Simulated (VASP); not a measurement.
# Si4Ge (I4/mmm) in VASP: further runs

Runs on Si4Ge. Level: PBE. Tasks: single point.

Program: VASP 6.6.1. These are calculated values, not measurements. Logs are shortened: lines on timing, memory, paths and dates and some standing lists are left out, and cuts for length are marked.

### Step 1. The cell of the first run

It takes space group I4/mmm (No. 139, tetragonal). The conventional cell has a = 4.588 Å, b = 4.588 Å, c = 8.299 Å, α = 90.00°, β = 90.00°, γ = 90.00°. Within 3.1 Å of Si (site symmetry 4mm) lie 5 Si at 2.32 to 2.47 Å and 1 Ge at 2.99 Å. Within 3.3 Å of Si (site symmetry -4m2) lie 8 Si at 2.47 to 3.24 Å and 4 Ge at 3.09 Å. Ge (site symmetry 4/mmm) has 18 Si at 2.99 to 3.45 Å within 3.9 Å.

### Step 2. Single point, PBE

Contents of INCAR:

```
ALGO = Normal
EDIFF = 1E-6
ENCUT = 500
GGA = PE
GGA_COMPAT = F
ISIF = 2
ISMEAR = 0
LASPH = T
LCHARG = T
LELF = T
LREAL = F
LVHAR = T
LWAVE = F
NBANDS = 23
NELM = 120
PREC = Accurate
SIGMA = 0.2
```

Contents of KPOINTS:

```
k-points
0
Gamma
  6 6 6
```

Contents of POSCAR:

```
Si4Ge
1.0
   -2.2938000634      2.2938000634      4.1494748396
    2.2938000634     -2.2938000634      4.1494748396
    2.2938000634      2.2938000634     -4.1494748396
Si Ge
4 1
Direct
    0.3601314887      0.3601314887      0.0000000000
    0.6398685113      0.6398685113      0.0000000000
    0.7500000000      0.2500000000      0.5000000000
    0.2500000000      0.7500000000      0.5000000000
    0.0000000000      0.0000000000      0.0000000000
```

Potentials or basis: VASP PAW PBE potentials, release 64 (Si, Ge_d).

Run with:

```
> cat potpaw_PBE.64/Si/POTCAR potpaw_PBE.64/Ge_d/POTCAR > POTCAR
> mpirun -np 1 vasp_std > vasp.out
```

OUTCAR:

```text
EDIFF = 1E-6
   ENCUT = 500
   GGA = PE
   ISIF = 2
   ISMEAR = 0
   LASPH = T
   LREAL = F
   NELM = 120
   PREC = Accurate

 ion  position               nearest neighbor table
   1  0.360  0.360  0.000-   2 2.32   3 2.47   4 2.47   4 2.47   3 2.47   5 2.99
   2  0.640  0.640  0.000-   1 2.32   3 2.47   4 2.47   3 2.47   4 2.47   5 2.99
   3  0.750  0.250  0.500-   1 2.47   2 2.47   1 2.47   2 2.47
   4  0.250  0.750  0.500-   1 2.47   2 2.47   1 2.47   2 2.47
   5  0.000  0.000  0.000-   1 2.99   2 2.99

  LATTYP: Found a body centered tetragonal cell.
 ALAT       =     4.5876001268
 C/A-ratio  =     1.8089958693

  Lattice vectors:

 A1 = (  -2.2938000634,   2.2938000634,   4.1494748396)
 A2 = (   2.2938000634,  -2.2938000634,   4.1494748396)
 A3 = (   2.2938000634,   2.2938000634,  -4.1494748396)

Analysis of symmetry for initial positions (statically):
=====================================================================
 Subroutine PRICEL returns:
 Original cell was already a primitive cell.

 Routine SETGRP: Setting up the symmetry group for a
 body centered tetragonal supercell.

 Subroutine GETGRP returns: Found 16 space group operations
 (whereof 16 operations were pure point group operations)
 out of a pool of 16 trial point group operations.

The static configuration has the point symmetry D_4h.

Analysis of symmetry for dynamics (positions and initial velocities):
=====================================================================
 Subroutine PRICEL returns:
 Original cell was already a primitive cell.

 Routine SETGRP: Setting up the symmetry group for a
 body centered tetragonal supercell.

 Subroutine GETGRP returns: Found 16 space group operations
 (whereof 16 operations were pure point group operations)
 out of a pool of 16 trial point group operations.

The dynamic configuration has the point symmetry D_4h.

 Subroutine INISYM returns: Found 16 space group operations
 (whereof 16 operations are pure point group operations),
 and found     1 'primitive' translations

----------------------------------------------------------------------------------------

                                     Primitive cell

  volume of cell :      87.3302

  direct lattice vectors                    reciprocal lattice vectors
    -2.293800063  2.293800063  4.149474840     0.000000000  0.217978894  0.120497176
     2.293800063 -2.293800063  4.149474840     0.217978894  0.000000000  0.120497176
     2.293800063  2.293800063 -4.149474840     0.217978894  0.217978894  0.000000000

  length of vectors
     5.266989549  5.266989549  5.266989549     0.249066994  0.249066994  0.308268708

  position of ions in fractional coordinates (direct lattice)
     0.360131489  0.360131489  0.000000000
     0.639868511  0.639868511  0.000000000
     0.750000000  0.250000000  0.500000000
     0.250000000  0.750000000  0.500000000
     0.000000000  0.000000000  0.000000000

  ion indices of the primitive-cell ions
   primitive index   ion index
                 1           1
                 2           2
                 3           3
                 4           4
                 5           5

----------------------------------------------------------------------------------------

 KPOINTS: k-points

Automatic generation of k-mesh.
 Grid dimensions read from file:
 generate k-points for:    6    6    6

 Generating k-lattice:

  Cartesian coordinates                     Fractional coordinates (reciprocal lattice)
     0.000000000  0.036329816  0.020082863     0.166666667  0.000000000  0.000000000
     0.036329816  0.000000000  0.020082863     0.000000000  0.166666667  0.000000000
     0.036329816  0.036329816  0.000000000     0.000000000  0.000000000  0.166666667

  Length of vectors
     0.041511166  0.041511166  0.051378118

  Shift w.r.t. Gamma in fractional coordinates (k-lattice)
     0.000000000  0.000000000  0.000000000

 Subroutine IBZKPT returns following result:
 ===========================================

 Found     30 irreducible k-points:

 Following reciprocal coordinates:
            Coordinates               Weight
  0.000000  0.000000  0.000000      1.000000
  0.166667  0.000000  0.000000      8.000000
  0.333333  0.000000 -0.000000      8.000000
  0.500000  0.000000 -0.000000      4.000000
  0.166667  0.166667 -0.000000      8.000000
  0.333333  0.166667 -0.000000     16.000000
[... 16 lines left out ...]
 -0.333333 -0.333333  0.166667      8.000000
 -0.166667 -0.333333  0.166667      8.000000
 [... further k-points ...]
   k-points           NKPTS =     30   k-points in BZ     NKDIM =     30   number of bands    NBANDS=     23
   number of dos      NEDOS =    301   number of ions     NIONS =      5
   total plane-waves  NPLWV =  64000
   dimension x,y,z NGX =    40 NGY =   40 NGZ =   40
   dimension x,y,z NGXF=    80 NGYF=   80 NGZF=   80
   ions per type =               4   1
   NGX,Y,Z   is equivalent  to a cutoff of  12.63, 12.63, 12.63 a.u.
   NGXF,Y,Z  is equivalent  to a cutoff of  25.25, 25.25, 25.25 a.u.
 SYSTEM =  unknown system
   PREC   = accura    normal or accurate (medium, high low for compatibility)
   ISTART =      0    job   : 0-new  1-cont  2-samecut
   ICHARG =      2    charge: 1-file 2-atom 10-const
   ISPIN  =      1    spin polarized calculation?
   LNONCOLLINEAR =      F non collinear calculations
   LSORBIT =      F    spin-orbit coupling
   LASPH  =      T    aspherical Exc in radial PAW
   ENCUT  =  500.0 eV  36.75 Ry    6.06 a.u.   9.60  9.60  9.60*2*pi/ulx,y,z
   NELM   =    120;   NELMIN=  2; NELMDL= -5     # of ELM steps
   EDIFF  = 0.1E-05   stopping-criterion for ELM
   LREAL  =      F    real-space projection
   EDIFFG = 0.1E-04   stopping-criterion for IOM
   NSW    =      0    number of steps for IOM
   IBRION =     -1    ionic relax: 0-MD 1-quasi-New 2-CG
   NFREE  =      0    steps in history (QN), initial steepest desc. (CG)
   ISIF   =      2    stress and relaxation
   ISYM   =      2    0-nonsym 1-usesym 2-fastsym
   POTIM  = 0.5000    time-step for ionic-motion
   TEBEG  =    0.0;   TEEND  =   0.0 temperature during run
   PSTRESS=    0.0 pullay stress
   NELECT =      30.0000    total number of electrons
   NUPDOWN=      -1.0000    fix difference up-down
   EMIN   =  10.00;   EMAX   =-10.00  energy-range for DOS
   EFERMI =   0.00;   METHOD = LEGACY
   ISMEAR =     0;   SIGMA  =   0.20  broadening in eV -4-tet -1-fermi 0-gaus
   EFERMI_NEDOS =   21; number of points for ismear=-14 and -15
   IALGO  =     38    algorithm
   IMIX   =      4    mixing-type and parameters
     AMIX     =   0.40;   BMIX     =  1.00
     AMIX_MAG =   1.60;   BMIX_MAG =  1.00
  volume/ion in A,a.u.               =      17.47       117.87
  Fermi-wavevector in a.u.,A,eV,Ry     =   1.146552  2.166669 17.885973  1.314582
  Thomas-Fermi vector in A             =   2.283236
   LORBIT       =      0    0 simple, 1 ext, 2 COOP (PROOUT), +10 PAW based schemes
   GGA     = PE    functional components
   LHFCALC =     F    Hartree Fock is set to
   AEXX    =    0.0000 exact exchange contribution
   IVDW    =     0    specifies the selected vdW correction
   LEPSILON=     F    determine dielectric tensor
   LRPA    =     F    only Hartree local field effects (RPA)
 non-spin polarized calculation
 Gauss-broadening in eV      SIGMA  =   0.20
  energy-cutoff  :      500.00
  volume of cell :       87.33
 maximum number of plane-waves:      2267
 NGX is ok and might be reduce to    40
   NGX = 19   NGY = 19   NGZ = 19

 number of electron      29.9999994 magnetization

 Free energy of the ion-electron system (eV)
  ---------------------------------------------------
  ext. energy  EPLUGINS =         0.00000000
  ---------------------------------------------------
  free energy    TOTEN  =       -24.15662830 eV

  energy without entropy =      -24.10367210  energy(sigma->0) =      -24.13015020

 E-fermi :   7.4486     XC(G=0): -10.5489

 val. band max:        7.3991521033   @ k =  -0.1667  -0.1667   0.1667
 cond. band min:       7.5003466735   @ k =  -0.1667  -0.3333   0.1667
 fundamental gap:      0.1011945702
 Fermi energy:         7.4485680256

 k-point     1 :       0.0000    0.0000    0.0000
  band No.  band energies     occupation
      1     -17.4540      2.00000
      2     -17.4506      2.00000
      3     -17.4506      2.00000
      4     -17.4426      2.00000
      5     -17.4408      2.00000
      6      -5.5689      2.00000
[... 15 lines left out ...]
     22      14.8069      0.00000
     23      14.8938      0.00000

 k-point     2 :       0.1667    0.0000    0.0000
  band No.  band energies     occupation
      1     -17.4538      2.00000
      2     -17.4507      2.00000
      3     -17.4505      2.00000
      4     -17.4424      2.00000
      5     -17.4408      2.00000
      6      -5.3283      2.00000
[... 15 lines left out ...]
     22      13.4555      0.00000
     23      14.4127      0.00000

 k-point     3 :       0.3333    0.0000   -0.0000
  band No.  band energies     occupation
      1     -17.4537      2.00000
      2     -17.4508      2.00000
      3     -17.4504      2.00000
      4     -17.4420      2.00000
      5     -17.4410      2.00000
      6      -4.6111      2.00000
[... 15 lines left out ...]
     22      12.8321      0.00000
     23      13.2949      0.00000

 k-point     4 :       0.5000    0.0000   -0.0000
  band No.  band energies     occupation
      1     -17.4536      2.00000
      2     -17.4509      2.00000
      3     -17.4503      2.00000
      4     -17.4418      2.00000
      5     -17.4411      2.00000
      6      -3.4964      2.00000
[... 15 lines left out ...]
     22      13.6975      0.00000
     23      14.2529      0.00000

 k-point     5 :       0.1667    0.1667   -0.0000
  band No.  band energies     occupation
      1     -17.4538      2.00000
      2     -17.4506      2.00000
      3     -17.4505      2.00000
      4     -17.4422      2.00000
      5     -17.4409      2.00000
      6      -4.9843      2.00000
[... 434 lines left out ...]
 k-point    22 :      -0.1667    0.5000    0.1667
  band No.  band energies     occupation
      1     -17.4537      2.00000
      2     -17.4507      2.00000
      3     -17.4503      2.00000
      4     -17.4420      2.00000
      5     -17.4410      2.00000
      6      -4.0230      2.00000
[... 15 lines left out ...]
     22      13.1645      0.00000
     23      13.3943      0.00000

 k-point    23 :      -0.3333   -0.3333    0.1667
  band No.  band energies     occupation
      1     -17.4537      2.00000
      2     -17.4505      2.00000
      3     -17.4504      2.00000
      4     -17.4423      2.00000
      5     -17.4409      2.00000
      6      -4.3961      2.00000
[... 15 lines left out ...]
     22      12.0414      0.00000
     23      13.2010      0.00000

 k-point    24 :      -0.1667   -0.3333    0.1667
  band No.  band energies     occupation
      1     -17.4538      2.00000
      2     -17.4505      2.00000
      3     -17.4504      2.00000
      4     -17.4425      2.00000
      5     -17.4408      2.00000
      6      -4.9170      2.00000
[... 15 lines left out ...]
     22      12.0426      0.00000
     23      12.2077      0.00000

 [... further k-points ...]
[... 5 lines left out ...]
  --------------------------------------------------------------------------------------
  -------------------------------------------------------------------------------------
  Total        0.2361548      0.2361548     -0.1028963      0.0000000     -0.0000000      0.0000000
  in kB        4.3325449      4.3325449     -1.8877573      0.0000000     -0.0000000      0.0000000
  external PRESSURE =       2.2591108 kB  Pullay stress =       0.0000000 kB

 VOLUME and BASIS-vectors are now :
 -----------------------------------------------------------------------------
  energy-cutoff  :      500.00
  volume of cell :       87.33
      direct lattice vectors                 reciprocal lattice vectors
    -2.293800063  2.293800063  4.149474840     0.000000000  0.217978894  0.120497176
     2.293800063 -2.293800063  4.149474840     0.217978894  0.000000000  0.120497176
     2.293800063  2.293800063 -4.149474840     0.217978894  0.217978894  0.000000000

 POSITION                                       TOTAL-FORCE (eV/Angst)
 -----------------------------------------------------------------------------------
      0.00000      0.00000      2.98871        -0.000000     -0.000000      0.023025
      0.00000      0.00000      5.31024         0.000000      0.000000     -0.023025
      0.00000      2.29380      2.07474         0.000000      0.000000      0.000000
      2.29380      0.00000      2.07474         0.000000      0.000000     -0.000000
      0.00000      0.00000      0.00000         0.000000      0.000000      0.000000
 -----------------------------------------------------------------------------------
    total drift:                               -0.000000     -0.000000     -0.000000

  FREE ENERGIE OF THE ION-ELECTRON SYSTEM (eV)
  ---------------------------------------------------
  free  energy   TOTEN  =       -24.1566282985 eV

  energy  without entropy=      -24.1036720977  energy(sigma->0) =      -24.13015020
```

It took 38 s on 1 thread of Intel Xeon 6975P-C (Granite Rapids), shared host; peak memory 0.25 GiB.

Results:

| Quantity | Value |
| --- | --- |
| Free energy | -24.1566 eV |
| Pressure | 0.2 GPa |
| Largest force | 0.023 eV/Å |
| Band gap on the k mesh | zero (band 15 reaches 9.43 eV, above the bottom of band 16 at 6.13 eV) |

Forces on the atoms (eV/Å):
```
Si   0.000  0.000  0.023
Si   0.000  0.000 -0.023
Si   0.000  0.000  0.000
Si   0.000  0.000  0.000
Ge   0.000  0.000  0.000
```

### Step 3. Single point, PBE

This run uses another cell than the first one, of 15.70 Å³/atom, 0.899 times its volume.

Contents of INCAR:

```
SYSTEM = Si4Ge
ALGO = Normal
EDIFF = 1E-6
ENCUT = 500
GGA = PE
GGA_COMPAT = .False.
ISIF = 2
ISMEAR = 0
LASPH = .True.
LCHARG = .False.
LREAL = .False.
LWAVE = .False.
NBANDS = 23
NELM = 120
PREC = Accurate
SIGMA = 0.2
```

Contents of KPOINTS:

```
k-points
0
Gamma
  7 7 7
  0 0 0
```

Contents of POSCAR:

```
Si4Ge
1.0
   -1.5765317323      1.5765317323      7.8955203478
    1.5765317323     -1.5765317323      7.8955203478
    1.5765317323      1.5765317323     -7.8955203478
Si Ge
4 1
Direct
    0.3841081438      0.3841081438      0.0000000000
    0.7980481653      0.7980481653      0.0000000000
    0.2019518347      0.2019518347      0.0000000000
    0.6158918562      0.6158918562      0.0000000000
    0.0000000000      0.0000000000      0.0000000000
```

Potentials or basis: VASP PAW PBE potentials, release 64 (Si, Ge_d).

Run with:

```
> cat potpaw_PBE.64/Si/POTCAR potpaw_PBE.64/Ge_d/POTCAR > POTCAR
> mpirun -np 1 vasp_std > vasp.out
```

It took 2.3 min on 1 thread of Intel Xeon 6975P-C (Granite Rapids), shared host; peak memory 0.49 GiB.

The run converged. Its results:

| Item | Value |
| --- | --- |
| Free energy | -23.7737 eV |
| Pressure | 0.0 GPa |
| Largest force | 0.060 eV/Å |
| Band gap on the k mesh | zero (band 15 reaches 10.78 eV, above the bottom of band 16 at 5.85 eV) |

Forces in eV/Å, atoms in the order of the input:
```
Si   0.000  0.000 -0.060
Si   0.000  0.000  0.041
Si   0.000  0.000 -0.041
Si   0.000  0.000  0.060
Ge   0.000  0.000  0.000
```

Stress tensor (GPa, compression positive):
```
-0.21  0.00  0.00
 0.00 -0.21  0.00
 0.00  0.00  0.32
```

Levels at points of the mesh, in eV from the Fermi level:
| k point | band 10 | band 11 | band 12 | band 13 | band 14 | band 15 | band 16 | band 17 | band 18 | band 19 |
| --- | --- | --- | --- | --- | --- | --- | --- | --- | --- | --- |
| (0.00, 0.00, 0.00) | -4.50 | -0.66 | -0.66 | 0.45 | 0.45 | 1.05 | 1.72 | 2.53 | 3.93 | 4.12 |

Caveat: the k points lie up to 0.40 Å⁻¹ apart.
